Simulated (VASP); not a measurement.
The system is CuO.

```
Cu O
1.0
     0.00000   -2.11656   -2.11656
    -2.11656    0.00000   -2.11656
     2.11656    2.11656   -4.23312
Cu O
2 2
Cartesian
  0.0233 -0.0336 -4.1419
  0.0233 2.0829 -6.2584
  -0.0233 0.0336 -6.4409
  -0.0233 0.0336 -2.2078
```

| Item | Value |
| --- | --- |
| Program | VASP 6.6.1 |
| Task | relaxation of cell and atoms |
| Functional | LDA |
| Potentials or basis | VASP PAW LDA potentials, release 64 (Cu, O) |
| Cutoff | 600 eV |
| k mesh | 8 × 8 × 5 |
| Occupations | fermi-dirac, width 0.05 eV |
| Spin | no spin polarisation |

At the start: pressure -10.5 GPa; volume 9.48 Å³/atom.

Question: Where does the relaxation end?

Answer: Over 13 steps the energy falls by 87.8 meV/atom and the volume is 8.78 Å³/atom (-7.4 %); space group Cm (No. 8, to 0.1 Å) before, Fm-3m (No. 225, to 0.1 Å).

Step by step:
```tsv
step	energy change (eV)	largest force (eV/Å)	pressure (GPa)	volume (Å³)
1	0.0000	1.0824	-10.48	37.93
2	-0.2780	0.6924	4.57	34.62
3	-0.2798	0.6451	6.51	34.32
4	-0.3457	0.0766	0.24	35.08
5	-0.3464	0.0235	0.77	35.01
6	-0.3483	0.0168	-0.62	35.20
7	-0.3483	0.0209	-0.65	35.23
8	-0.3483	0.0303	-1.24	35.29
9	-0.3484	0.0246	-0.98	35.25
10	-0.3497	0.0332	-0.54	35.20
11	-0.3506	0.0542	0.11	35.09
12	-0.3510	0.0238	-0.02	35.10
13	-0.3511	0.0071	-0.10	35.12
```

Final structure:
```xyz
4
Lattice="0.0003 -2.0640 -2.0648 -2.0670 0.0028 -2.0672 2.0507 2.0552 -4.1213" Properties=species:S:1:pos:R:3 pbc="T T T"
Cu   -0.0083   -0.0029   -4.1270
Cu    0.0000   -2.0639   -2.0651
O    -0.0117   -0.0047   -6.1896
O    -0.0037   -0.0016   -2.0630
```
